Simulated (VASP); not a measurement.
Here is a VASP 6.6.1 calculation.

File POSCAR:

```
KTaO3
1.0
    4.0296931055      0.0000000000      0.0000000000
    0.0000000000      4.0296931055      0.0000000000
    0.0000000000      0.0000000000      4.0296931055
K Ta O
1 1 3
Direct
    0.5000000000      0.5000000000      0.5000000000
    0.0000000000      0.0000000000      0.0000000000
    0.5000000000      0.0000000000      0.0000000000
    0.0000000000      0.5000000000      0.0000000000
    0.0000000000      0.0000000000      0.5000000000
```

Contents of INCAR.step1:

```
SYSTEM = KTaO3
PREC     = Accurate       ! precision mode
ENCUT    = 520            ! plane-wave cutoff, eV
ISMEAR   = 0              ! smearing method
SIGMA    = 0.02           ! smearing width, eV
LREAL    = .FALSE.        ! projectors in reciprocal space
LASPH    = .TRUE.         ! aspherical terms in the spheres
NELM     = 60             ! most SCF steps
NBANDS   = 27             ! bands
GGA      = PE             ! functional
ALGO     = Normal         ! electronic algorithm
EDIFF    = 1E-4           ! SCF threshold, eV
LWAVE    = .TRUE.         ! write WAVECAR
LCHARG   = .FALSE.        ! write CHGCAR
```

File INCAR.step2:

```
SYSTEM = KTaO3
PREC     = Accurate       ! precision mode
ENCUT    = 520            ! plane-wave cutoff, eV
EDIFF    = 1E-7           ! SCF threshold, eV
ISMEAR   = 0              ! smearing method
SIGMA    = 0.02           ! smearing width, eV
LREAL    = .FALSE.        ! projectors in reciprocal space
LASPH    = .TRUE.         ! aspherical terms in the spheres
NELM     = 60             ! most SCF steps
ALGO     = Normal         ! electronic algorithm
ISIF     = 2              ! what is computed and relaxed
LWAVE    = .FALSE.        ! write WAVECAR
LCHARG   = .FALSE.        ! write CHGCAR
METAGGA  = R2SCAN         ! meta-GGA
LMIXTAU  = .TRUE.       
NBANDS   = 27             ! bands
ISTART   = 1
```

The input KPOINTS:

```
Automatic mesh
0
G
  6 6 6
  0 0 0
```

Potentials or basis: VASP PAW PBE potentials, release 64 (K_sv, Ta_pv, O).

Launch:

```bash
$ cat potpaw_PBE.64/K_sv/POTCAR potpaw_PBE.64/Ta_pv/POTCAR potpaw_PBE.64/O/POTCAR > POTCAR
$ cp INCAR.step1 INCAR
$ mpirun -np 1 vasp_std > vasp.out
$ cp INCAR.step2 INCAR
$ mpirun -np 1 vasp_std > vasp.out
```

**Question.** Predict the band gap on the k mesh.

**Answer.** 2.52 eV (least direct gap 3.18 eV).

**Question.** Estimate the pressure.

**Answer.** -5.0 GPa.

Caveat: the cell stands under tension; the PAW data sets were made with another functional, which shifts forces and pressure a little; spin-orbit coupling is left out, which moves the levels of the heavy elements. r2SCAN opens gaps a little over a GGA but as a rule still falls short of measured ones.
